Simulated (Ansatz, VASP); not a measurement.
**Two plane-wave programs on Ba3Lu**

Contents of INCAR:

```
SYSTEM = Ba3Lu
ALGO = Normal ; EDIFF = 1E-7
EDIFFG = -0.01 ; ENCUT = 600
GGA = PE ; GGA_COMPAT = .False.
IBRION = 2 ; ISIF = 3
ISMEAR = 0 ; LASPH = .True.
LCHARG = .False. ; LREAL = .False.
LWAVE = .False. ; NELM = 120
NELMIN = 4 ; NSW = 100
PREC = Accurate ; SIGMA = 0.1
```

Contents of KPOINTS:

```
k-points
0
Gamma
  8 8 8
  0 0 0
```

POSCAR

```
Ba3Lu
1.0
    5.6414056300      0.0000000000      0.0000000000
    0.0000000000      5.6414056300      0.0000000000
    0.0000000000      0.0000000000      5.6414056300
Ba Lu
3 1
Direct
    0.0000000000      0.5000000000      0.5000000000
    0.5000000000      0.0000000000      0.5000000000
    0.5000000000      0.5000000000      0.0000000000
    0.0000000000      0.0000000000      0.0000000000
```

Input for Ansatz:

```yaml
crystal:
  lattice:
    - [5.64140563, 0.0, 0.0]
    - [0.0, 5.64140563, 0.0]
    - [0.0, 0.0, 5.64140563]
  atoms:
    - { symbol: Ba, position: [0.0, 0.5, 0.5] }
    - { symbol: Ba, position: [0.5, 0.0, 0.5] }
    - { symbol: Ba, position: [0.5, 0.5, 0.0] }
    - { symbol: Lu, position: [0.0, 0.0, 0.0] }
basis:
  ecutwfc: 420
kpoints:
  mp_grid: { grid: [8, 8, 8] }
hamiltonian:
  xc: pbe
scf:
  occupations: { method: gaussian, width: 0.1 }
output:
  forces: true
  stress: true
  eigenvalues: true
  write_density: true
  write_potential: true
  elf: true
  volumetric_format: npy
relax:
  adjacent_minimum: "off"
  f_tol: 0.01
  max_steps: 80
  cell: { stress_tol: 0.05 }
```

Change from the starting cell: species swapped into the Ca3Cd type (Pm-3m, No. 221).

Alike in both runs: task relaxation of cell and atoms; functional PBE; k mesh 8 × 8 × 8; occupations gaussian, width 0.1 eV; no spin polarisation.

|  | VASP | Ansatz |
| --- | --- | --- |
| version | VASP 6.6.1 | Ansatz 0.2.0 |
| potentials or method | VASP PAW PBE potentials, release 64 (Ba_sv, Lu), cutoff 600 eV | scalar-relativistic, plane waves, PAW |
| valence electrons in the cell | 55 | 55 |

```csv
,VASP,Ansatz,Ansatz less VASP
"gap on the k mesh at the Fermi level, each at its own relaxed structure (eV)",none,none,-
relaxed volume (Å³/atom),51.09,50.60,-0.487
relaxed cell length with the largest relative difference (Å),5.890,5.871,-0.0188
```

A gap of «none» marks a metal or a gap that the smearing closes.

Neither program's run includes spin-orbit coupling.
